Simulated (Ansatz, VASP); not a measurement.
# BN: VASP beside Ansatz

INCAR

```
  PREC = Accurate
  ENCUT = 520
  EDIFF = 1E-6
  ISMEAR = 0
  SIGMA = 0.05
  LREAL = F
  LASPH = T
  NELM = 60
  ALGO = Normal
  ISIF = 2
  LWAVE = F
  LCHARG = F
  GGA = CA
  NBANDS = 16
```

KPOINTS

```
Automatic mesh
0
Gamma
  12 12 4
```

The input POSCAR:

```
BN
1.0
    2.6311491784      0.0000000000      0.0000000000
   -1.3155745892      2.2786420297      0.0000000000
    0.0000000000      0.0000000000      6.0879529691
B N
2 2
Direct
    0.3333333333      0.6666666667      0.2500000000
    0.6666666667      0.3333333333      0.7500000000
    0.3333333333      0.6666666667      0.7500000000
    0.6666666667      0.3333333333      0.2500000000
```

Input for Ansatz:

```yaml
crystal:
  lattice:
    - [2.6311491784, 0.0, 0.0]
    - [-1.3155745892, 2.2786420297, 0.0]
    - [0.0, 0.0, 6.0879529691]
  atoms:
    - { symbol: B, position: [0.3333333333, 0.6666666667, 0.25] }
    - { symbol: B, position: [0.6666666667, 0.3333333333, 0.75] }
    - { symbol: "N", position: [0.3333333333, 0.6666666667, 0.75] }
    - { symbol: "N", position: [0.6666666667, 0.3333333333, 0.25] }
basis:
  ecutwfc: 520.0
kpoints:
  mp_grid: { grid: [12, 12, 4] }
hamiltonian:
  xc: lda
  pseudopotentials: { kind: paw, azcp: { folder: soft_1 } }
scf:
  occupations: { method: gaussian, width: 0.05 }
output:
  forces: true
  stress: true
  eigenvalues: true
  write_density: true
  write_potential: true
  elf: true
  volumetric_format: npy
```

Alike in both runs: task single point; functional LDA; k mesh 12 × 12 × 4; occupations gaussian, width 0.05 eV; no spin polarisation.

```csv
,VASP,Ansatz
version,VASP 6.6.1,Ansatz 0.2.0
potentials or method,"VASP PAW LDA potentials, release 64 (B, N), cutoff 520 eV","scalar-relativistic, plane waves, PAW"
valence electrons in the cell,16,16
```

|  | VASP | Ansatz | Ansatz less VASP |
| --- | --- | --- | --- |
| gap on the k mesh at the Fermi level (eV) | 3.71 | 3.72 | +0.008 |
| least direct gap on the mesh (eV) | 3.90 | 3.91 | +0.008 |

Ansatz warns that its potentials were made for another functional, while VASP's fit it. LDA's correlation is that of Perdew and Zunger in VASP and of Perdew and Wang (1992) in Ansatz.
